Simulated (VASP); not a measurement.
# BN (R3m) in VASP: notebook

BN is run at these levels: PBE+D3(BJ); tasks: phonons, elastic constants.

Everything below comes from runs of VASP 6.6.1. Logs are shortened: lines on timing, memory, paths and dates and some standing lists are left out, and cuts for length are marked.

## 1. The cell of the first run

The structure is trigonal, space group R3m (No. 160). Conventional cell: a = 2.483 Å, b = 2.483 Å, c = 8.385 Å, α = 90.00°, β = 90.00°, γ = 120.00°. Within 1.9 Å of B (site symmetry 3m) lie 3 N at 1.43 Å. N (site symmetry 3m) has 3 B at 1.43 Å within 1.9 Å.

## 2. Phonons, PBE+D3(BJ)

File INCAR:

```
SYSTEM = BN
PREC = Accurate
ENCUT = 520
EDIFF = 1E-8
ISMEAR = 0
SIGMA = 0.01
LREAL = .FALSE.
LASPH = .TRUE.
NELM = 60
ALGO = Normal
ISIF = 2
LWAVE = .FALSE.
LCHARG = .TRUE.
GGA = PE
IVDW = 12
NBANDS = 11
IBRION = 6
NFREE = 2
POTIM = 0.015
NSW = 1
```

File KPOINTS:

```
Automatic mesh
0
G
  12 12 12
  0 0 0
```

File POSCAR:

```
BN
1.0
    1.2415311914      0.7167983676      2.7951432998
   -1.2415311914      0.7167983676      2.7951432998
    0.0000000000     -1.4335967352      2.7951432998
B N
1 1
Direct
    1.0006257140      1.0006257140      1.0006257140
    0.3318072860      0.3318072860      0.3318072860
```

Potentials or basis: VASP PAW PBE potentials, release 64 (B, N).

Run with:

```
cat potpaw_PBE.64/B/POTCAR potpaw_PBE.64/N/POTCAR > POTCAR
mpirun -np 1 vasp_std > vasp.out
```

OUTCAR:

```text
SYSTEM = BN
   PREC = Accurate
   ENCUT = 520
   EDIFF = 1E-8
   ISMEAR = 0
   LREAL = .FALSE.
   LASPH = .TRUE.
   NELM = 60
   ISIF = 2
   GGA = PE
   IVDW = 12
   IBRION = 6
   NFREE = 2
   POTIM = 0.015
   NSW = 1
 IVDW          = 12

 ion  position               nearest neighbor table
   1  0.001  0.001  0.001-   2 1.43   2 1.43   2 1.43
   2  0.332  0.332  0.332-   1 1.43   1 1.43   1 1.43

  LATTYP: Found a trigonal (rhomboedric) cell.
 ALAT       =     3.1413413800
 COS(alpha) =     0.6875971442

  Lattice vectors:

 A1 = (   1.2415311914,   0.7167983676,   2.7951432998)
 A2 = (  -1.2415311914,   0.7167983676,   2.7951432998)
 A3 = (   0.0000000000,  -1.4335967352,   2.7951432998)

Analysis of symmetry for initial positions (statically):
=====================================================================
 Subroutine PRICEL returns:
 Original cell was already a primitive cell.

 Routine SETGRP: Setting up the symmetry group for a
 trigonal (rhombohedral) supercell.

 Subroutine GETGRP returns: Found  6 space group operations
 (whereof  6 operations were pure point group operations)
 out of a pool of 12 trial point group operations.

The static configuration has the point symmetry C_3v.

Analysis of symmetry for dynamics (positions and initial velocities):
=====================================================================
 Subroutine PRICEL returns:
 Original cell was already a primitive cell.

 Routine SETGRP: Setting up the symmetry group for a
 trigonal (rhombohedral) supercell.

 Subroutine GETGRP returns: Found  6 space group operations
 (whereof  6 operations were pure point group operations)
 out of a pool of 12 trial point group operations.

The dynamic configuration has the point symmetry C_3v.

 Subroutine INISYM returns: Found  6 space group operations
 (whereof  6 operations are pure point group operations),
 and found     1 'primitive' translations

----------------------------------------------------------------------------------------

                                     Primitive cell

  volume of cell :      14.9248

  direct lattice vectors                    reciprocal lattice vectors
     1.241531191  0.716798368  2.795143300     0.402728504  0.232515410  0.119254470
    -1.241531191  0.716798368  2.795143300    -0.402728504  0.232515410  0.119254470
     0.000000000 -1.433596735  2.795143300     0.000000000 -0.465030821  0.119254470

  length of vectors
     3.141341380  3.141341380  3.141341380     0.480078424  0.480078424  0.480078424

  position of ions in fractional coordinates (direct lattice)
     0.000625714  0.000625714  0.000625714
     0.331807286  0.331807286  0.331807286

  ion indices of the primitive-cell ions
   primitive index   ion index
                 1           1
                 2           2

----------------------------------------------------------------------------------------

 KPOINTS: Automatic mesh

Automatic generation of k-mesh.
 Grid dimensions read from file:
 generate k-points for:   12   12   12

 Generating k-lattice:

  Cartesian coordinates                     Fractional coordinates (reciprocal lattice)
     0.033560709  0.019376284  0.009937873     0.083333333  0.000000000  0.000000000
    -0.033560709  0.019376284  0.009937873     0.000000000  0.083333333  0.000000000
     0.000000000 -0.038752568  0.009937873     0.000000000  0.000000000  0.083333333

  Length of vectors
     0.040006535  0.040006535  0.040006535

  Shift w.r.t. Gamma in fractional coordinates (k-lattice)
     0.000000000  0.000000000  0.000000000

 Subroutine IBZKPT returns following result:
 ===========================================

 Found    189 irreducible k-points:

 Following reciprocal coordinates:
            Coordinates               Weight
  0.000000  0.000000  0.000000      1.000000
  0.083333  0.000000  0.000000      6.000000
  0.166667  0.000000  0.000000      6.000000
  0.250000  0.000000  0.000000      6.000000
  0.333333  0.000000  0.000000      6.000000
  0.416667 -0.000000  0.000000      6.000000
[... 16 lines left out ...]
  0.500000  0.166667  0.000000     12.000000
 -0.416667  0.166667  0.000000     12.000000
 [... further k-points ...]
   k-points           NKPTS =    189   k-points in BZ     NKDIM =    189   number of bands    NBANDS=     11
   number of dos      NEDOS =    301   number of ions     NIONS =      2
   total plane-waves  NPLWV =  13824
   dimension x,y,z NGX =    24 NGY =   24 NGZ =   24
   dimension x,y,z NGXF=    48 NGYF=   48 NGZF=   48
   ions per type =               1   1
   NGX,Y,Z   is equivalent  to a cutoff of  12.70, 12.70, 12.70 a.u.
   NGXF,Y,Z  is equivalent  to a cutoff of  25.40, 25.40, 25.40 a.u.
 SYSTEM =  BN
   PREC   = accura    normal or accurate (medium, high low for compatibility)
   ISTART =      0    job   : 0-new  1-cont  2-samecut
   ICHARG =      2    charge: 1-file 2-atom 10-const
   ISPIN  =      1    spin polarized calculation?
   LNONCOLLINEAR =      F non collinear calculations
   LSORBIT =      F    spin-orbit coupling
   LASPH  =      T    aspherical Exc in radial PAW
   ENCUT  =  520.0 eV  38.22 Ry    6.18 a.u.   5.84  5.84  5.84*2*pi/ulx,y,z
   NELM   =     60;   NELMIN=  2; NELMDL= -5     # of ELM steps
   EDIFF  = 0.1E-07   stopping-criterion for ELM
   LREAL  =      F    real-space projection
   EDIFFG = 0.1E-06   stopping-criterion for IOM
   NSW    =     61    number of steps for IOM
   IBRION =      6    ionic relax: 0-MD 1-quasi-New 2-CG
   NFREE  =      2    steps in history (QN), initial steepest desc. (CG)
   ISIF   =      2    stress and relaxation
   ISYM   =      2    0-nonsym 1-usesym 2-fastsym
   POTIM  = 0.0150    time-step for ionic-motion
   TEBEG  =    0.0;   TEEND  =   0.0 temperature during run
   PSTRESS=    0.0 pullay stress
   NELECT =       8.0000    total number of electrons
   NUPDOWN=      -1.0000    fix difference up-down
   EMIN   =  10.00;   EMAX   =-10.00  energy-range for DOS
   EFERMI =   0.00;   METHOD = LEGACY
   ISMEAR =     0;   SIGMA  =   0.01  broadening in eV -4-tet -1-fermi 0-gaus
   EFERMI_NEDOS =   21; number of points for ismear=-14 and -15
   IALGO  =     38    algorithm
   IMIX   =      4    mixing-type and parameters
     AMIX     =   0.40;   BMIX     =  1.00
     AMIX_MAG =   1.60;   BMIX_MAG =  1.00
  volume/ion in A,a.u.               =       7.46        50.36
  Fermi-wavevector in a.u.,A,eV,Ry     =   1.329846  2.513045 24.061789  1.768492
  Thomas-Fermi vector in A             =   2.458978
   LORBIT       =      0    0 simple, 1 ext, 2 COOP (PROOUT), +10 PAW based schemes
   GGA     = PE    functional components
   LHFCALC =     F    Hartree Fock is set to
   AEXX    =    0.0000 exact exchange contribution
   IVDW    =    12    specifies the selected vdW correction
   LEPSILON=     F    determine dielectric tensor
   LRPA    =     F    only Hartree local field effects (RPA)
 finite differences with symmetry
 non-spin polarized calculation
 Gauss-broadening in eV      SIGMA  =   0.01
  energy-cutoff  :      520.00
  volume of cell :       14.92
 maximum number of plane-waves:       412
   NGX = 11   NGY = 11   NGZ = 11

--------------------------------------- Ionic step        1  -------------------------------------------

 number of electron       8.0000000 magnetization

 Free energy of the ion-electron system (eV)
  ---------------------------------------------------
  ext. energy  EPLUGINS =         0.00000000
  ---------------------------------------------------
  free energy    TOTEN  =       -17.42363862 eV

  energy without entropy =      -17.42363862  energy(sigma->0) =      -17.42363862

------------------------ aborting loop because EDIFF is reached ----------------------------------------

 Edisp (eV)   -0.35070

 E8    (eV) :    -0.1043
[... 311 lines left out ...]
--------------------------------------- Ionic step        9  -------------------------------------------

 number of electron       8.0000000 magnetization

 Free energy of the ion-electron system (eV)
  ---------------------------------------------------
  ext. energy  EPLUGINS =         0.00000000
  ---------------------------------------------------
  free energy    TOTEN  =       -17.42242927 eV

  energy without entropy =      -17.42242927  energy(sigma->0) =      -17.42242927

 E-fermi :   4.1624     XC(G=0): -11.2767

 val. band max:        4.0867475040   @ k =  -0.1667   0.4167   0.0833
 cond. band min:       7.8580698416   @ k =   0.5000   0.5000   0.0000
 fundamental gap:      3.7713223376
 Fermi energy:         4.1623638580

 k-point     1 :       0.0000    0.0000    0.0000
  band No.  band energies     occupation
      1     -14.3722      2.00000
      2       1.0623      2.00000
      3       2.7028      2.00000
      4       2.7028      2.00000
      5      10.6878      0.00000
      6      15.8341      0.00000
      7      15.8341      0.00000
      8      17.4299      0.00000
      9      20.3272      0.00000
     10      30.7464      0.00000
     11      32.7130      0.00000
[... 309 lines left out ...]
 k-point    24 :      -0.4167    0.1667    0.0000
  band No.  band energies     occupation
      1     -10.5833      2.00000
      2      -4.9516      2.00000
      3      -1.4394      2.00000
      4       3.8349      2.00000
      5       9.3608      0.00000
      6      16.0371      0.00000
      7      18.3846      0.00000
      8      19.5262      0.00000
      9      23.9343      0.00000
     10      26.8323      0.00000
     11      29.6459      0.00000

 [... further k-points ...]

------------------------ aborting loop because EDIFF is reached ----------------------------------------

 Edisp (eV)   -0.35071

 E8    (eV) :    -0.1043
[... 25 lines left out ...]
  FREE ENERGIE OF THE ION-ELECTRON SYSTEM (eV)
  ---------------------------------------------------
  free  energy   TOTEN  =       -17.7731428887 eV

  energy  without entropy=      -17.7731428887  energy(sigma->0) =      -17.77314289

 INTERNAL STRAIN TENSORS FROM DISPLACED ATOMS
 ============================================

 INTERNAL STRAIN TENSOR FOR ION    1 for displacements in x,y,z  (eV/Angst):
          X           Y           Z          XY          YZ          ZX
  --------------------------------------------------------------------------------
  x    -0.00000     0.00000    -0.00000   -14.50349     0.00000    -0.47800
  y   -14.50349    14.50349     0.00000     0.00000    -0.47800     0.00000
  z     0.36212     0.36212    -2.34272     0.00000     0.00000     0.00000

 INTERNAL STRAIN TENSOR FOR ION    2 for displacements in x,y,z  (eV/Angst):
          X           Y           Z          XY          YZ          ZX
  --------------------------------------------------------------------------------
  x     0.00000     0.00000     0.00000    14.49829     0.00000     0.47784
  y    14.49829   -14.49829     0.00000     0.00000     0.47784     0.00000
  z    -0.36134    -0.36134     2.34003     0.00000     0.00000     0.00000

 Eigenvectors and eigenvalues of the dynamical matrix
 ----------------------------------------------------

   1 f  =   42.086622 THz   264.438046 2PiTHz 1403.858605 cm-1   174.056205 meV
             X         Y         Z           dx          dy          dz
      0.000000  0.000000  0.005247    -0.000002   -0.751176   -0.000000
      0.000000  0.000000  2.782347     0.000001    0.660102    0.000000
[... 21 lines left out ...]
   6 f/i=    0.001415 THz     0.008893 2PiTHz    0.047212 cm-1     0.005854 meV
             X         Y         Z           dx          dy          dz
      0.000000  0.000000  0.005247    -0.000000   -0.000000   -0.660140
      0.000000  0.000000  2.782347    -0.000000   -0.000000   -0.751143

 ELASTIC MODULI CONTR FROM IONIC RELAXATION (kBar)
 Direction    XX          YY          ZZ          XY          YZ          ZX
 --------------------------------------------------------------------------------
 XX        -511.8722    509.2274      8.5597     -0.0000    -16.8267     -0.0000
 YY         509.2274   -511.8722      8.5597      0.0000     16.8267     -0.0000
 ZZ           8.5597      8.5597    -55.4044     -0.0000      0.0000     -0.0000
 XY          -0.0000      0.0000     -0.0000   -510.5498      0.0000    -16.8266
 YZ         -16.8267     16.8267      0.0000      0.0000     -0.5546      0.0000
 ZX          -0.0000     -0.0000     -0.0000    -16.8266      0.0000     -0.5546
 --------------------------------------------------------------------------------
```

It took 15 min on 1 thread of AMD EPYC 7R13, shared host; peak memory 0.35 GiB.

What came out:

| Quantity | Value |
| --- | --- |
| Highest phonon frequency at Γ, LO-TO splitting left out | 1404 cm⁻¹ |
| Dispersion energy per atom | -0.175 eV |

Phonon frequencies in cm⁻¹ (negative: imaginary):
```csv
q point,frequencies
"(0.000, 0.000, 0.000)",0 0 0 688 1404 1404
```

Caveat: the cell stands under pressure or tension, which shifts response properties.

(Continued in part 2 of 2.)
